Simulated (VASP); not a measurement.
## Si: single point with r2SCAN

Si:

```
Si
1.0
     3.82000    0.00000    0.00000
    -1.91000    3.30822    0.00000
     0.00000    0.00000    6.32000
Si
4
Direct
  0.33333 0.66667 0.00000
  0.66667 0.33333 0.50000
  0.33333 0.66667 0.37400
  0.66667 0.33333 0.87400
```

- Program: VASP 6.6.1
- Task: single point
- Functional: r2SCAN
- Potentials or basis: VASP PAW PBE potentials, release 64 (Si)
- Cutoff: 520 eV
- k mesh: 6 × 6 × 4
- Occupations: gaussian, width 0.1 eV
- Spin: no spin polarisation
- Dipole correction: no
- Further INCAR settings: ALGO = Normal; EDIFF = 1e-07; NBANDS = 16

- Pressure: 0.8 GPa
- Largest force: 0.004 eV/Å
- Band gap on the k mesh: 0.60 eV, indirect (least direct gap 1.40 eV)

Forces on the atoms (eV/Å):
```
Si   0.000  0.000  0.004
Si   0.000  0.000  0.004
Si   0.000  0.000 -0.004
Si   0.000  0.000 -0.004
```

Stress tensor (GPa, compression positive):
```
0.87 0.00 0.00
0.00 0.87 0.00
0.00 0.00 0.63
```

Levels at points of the mesh, in eV from the valence-band top:
```tsv
k point	band 4	band 5	band 6	band 7	band 8	band 9	band 10	band 11	band 12	band 13
(0.00, 0.00, 0.00)	-1.62	-1.62	-0.38	0.00	0.00	1.40	2.17	2.17	2.56	4.20
(0.50, 0.00, 0.00)	-6.25	-4.91	-3.25	-3.13	-1.54	0.60	2.66	3.23	3.34	4.81
(0.00, 0.00, 0.50)	-4.42	-0.99	-0.99	-0.99	-0.99	2.18	2.18	3.20	3.20	3.20
(0.50, 0.00, 0.50)	-7.61	-2.60	-2.60	-2.58	-2.58	1.15	1.15	1.88	1.88	6.02
```

Run time: 48 s on 1 thread of AMD EPYC 9R45 96-Core Processor (Zen 5), on a shared host, peak memory 0.16 GiB.

Caveat: the PAW data sets were made with another functional, which shifts forces and pressure a little. A k mesh can miss the band edges.
